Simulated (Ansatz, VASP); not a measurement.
**SnO: VASP beside Ansatz**

INCAR

```
  PREC = Accurate
  ENCUT = 520
  EDIFF = 1E-7
  ISMEAR = 0
  SIGMA = 0.05
  LREAL = F
  LASPH = T
  NELM = 60
  ALGO = Normal
  ISIF = 2
  LWAVE = F
  LCHARG = T
  GGA = PE
  LELF = T
  LVHAR = T
  NBANDS = 28
```

The input KPOINTS:

```
Automatic mesh
0
Gamma
  10 10 8
```

Contents of POSCAR:

```
SnO
1.0
    3.8681707514      0.0000000000      0.0000000000
    0.0000000000      3.8681707514      0.0000000000
    0.0000000000      0.0000000000      5.0672768981
Sn O
2 2
Direct
    0.0000000000      0.5000000000      0.2287361932
    0.5000000000      0.0000000000      0.7712638068
   -0.0517040257      0.0000000000     -0.0197344653
    0.5000000000      0.5000000000      0.0000000000
```

Input for Ansatz:

```yaml
crystal:
  lattice:
    - [3.8681707514, 0.0, 0.0]
    - [0.0, 3.8681707514, 0.0]
    - [0.0, 0.0, 5.0672768981]
  atoms:
    - { symbol: Sn, position: [0.0, 0.5, 0.2287361932] }
    - { symbol: Sn, position: [0.5, 0.0, 0.7712638068] }
    - { symbol: O, position: [-0.0517040257, 0.0, -0.0197344653] }
    - { symbol: O, position: [0.5, 0.5, 0.0] }
basis:
  ecutwfc: 420
kpoints:
  mp_grid: { grid: [10, 10, 8] }
hamiltonian:
  xc: pbe
scf:
  occupations: { method: gaussian, width: 0.05 }
output:
  forces: true
  stress: true
  eigenvalues: true
```

Alike in both runs: task single point; functional PBE; k mesh 10 × 10 × 8; occupations gaussian, width 0.05 eV; no spin polarisation.

|  | VASP | Ansatz |
| --- | --- | --- |
| version | VASP 6.6.1 | Ansatz 0.2.0 |
| potentials or method | VASP PAW PBE potentials, release 64 (Sn_d, O), cutoff 520 eV | scalar-relativistic, plane waves, PAW |
| valence electrons in the cell | 40 | 40 |

|  | VASP | Ansatz | Ansatz less VASP |
| --- | --- | --- | --- |
| gap on the k mesh at the Fermi level (eV) | 0.48 | 0.47 | -0.009 |
| least direct gap on the mesh (eV) | 1.87 | 1.90 | +0.028 |
| pressure (GPa) | 1.7 | 1.5 | -0.19 |
| traceless stress, the component that is largest in VASP (GPa) | 2.57 | 2.50 | -0.069 |
| rms of the force components (eV/Å) | 0.815 | 0.798 | -0.0166 |

Atom by atom the forces differ by 0.035 eV/Å (rms over components). The functional is the same, so the differences come from potentials, cutoffs and numerics.
